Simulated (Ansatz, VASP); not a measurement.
Two plane-wave programs on Sc2Ga5As

```
Sc Ga As
1.0
     4.05442    0.00000    0.00000
     0.00000    4.05442    0.00000
     0.00000    0.00000   17.93640
Sc Ga As
4 10 2
Cartesian
  0.0000 2.0272 16.6310
  2.0272 0.0000 1.3054
  2.0272 0.0000 5.4448
  0.0000 2.0272 12.4916
  0.0000 0.0000 3.4788
  2.0272 2.0272 3.4788
  2.0272 2.0272 14.4576
  0.0000 0.0000 14.4576
  0.0000 2.0272 5.7025
  2.0272 2.0272 10.2800
  2.0272 2.0272 7.6564
  0.0000 0.0000 10.2800
  0.0000 0.0000 7.6564
  2.0272 0.0000 12.2339
  0.0000 2.0272 1.3856
  2.0272 0.0000 16.5508
```

Alike in both runs: functional PBE; k mesh 4 × 4 × 1; occupations gaussian, width 0.2 eV; no spin polarisation.

Ansatz relaxed the structure, and its values are those at the end. VASP's run is a single point on that final structure, the one shown.

|  | VASP | Ansatz |
| --- | --- | --- |
| version | VASP 6.6.1 | Ansatz 0.2.0 |
| potentials or method | VASP PAW PBE potentials, release 64 (Sc_sv, Ga_d, As), cutoff 520 eV | scalar-relativistic, plane waves, PAW |
| valence electrons in the cell | 184 | 204 |

|  | VASP | Ansatz | Ansatz less VASP |
| --- | --- | --- | --- |
| gap on the k mesh at the Fermi level (eV) | none | none | - |
| pressure (GPa) | 0.2 | 0.0 | -0.17 |
| rms of the force components (eV/Å) | 0.019 | 0.017 | -0.0017 |

A gap of «none» marks a metal or a gap that the smearing closes. VASP's potentials hold 184 valence electrons a cell and Ansatz's 204, so a difference there can come from the potentials and not from the codes.

The k mesh is coarse, so the values compare programs but aren't converged.
